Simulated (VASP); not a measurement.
Runs of VASP 6.6.1 on TaN (rocksalt type). The structure is that of space group Fm-3m (No. 225), or close to it. The cells are those of the table. 

```tsv
task	cell	cutoff (eV)	gap on the mesh (eV)	pressure (GPa)
relaxation of cell and atoms	relaxed to 140 GPa from a = 2.876 Å, angles 60.0°, 2 atoms	600	none	140.0
single point	a = 2.875 Å, angles 60.0°, 2 atoms	520	none	144.5
single point	a = 2.876 Å, angles 60.0°, 2 atoms	520	none	(a)
relaxation of cell and atoms	relaxed to 140 GPa from a = 2.875 Å, angles 60.0°, 2 atoms	600	none	140.0
```

Alike in all rows: level PBE; potentials or basis VASP PAW PBE potentials, release 64 (Ta_pv, N); no spin polarisation; k mesh 17 × 17 × 17; smearing fermi-dirac 0.05 eV.

Task: Fill in the values left out.

Result: (a) 143.0.

Caveats: spin-orbit coupling is left out, which moves the levels of the heavy elements; the cell is relaxed towards a set pressure, so the enthalpy falls and the energy may rise (some runs).

A k mesh can miss the band edges, and the runs leave out spin-orbit coupling on Ta.

A gap of «none» marks levels without a gap at the run's occupations.
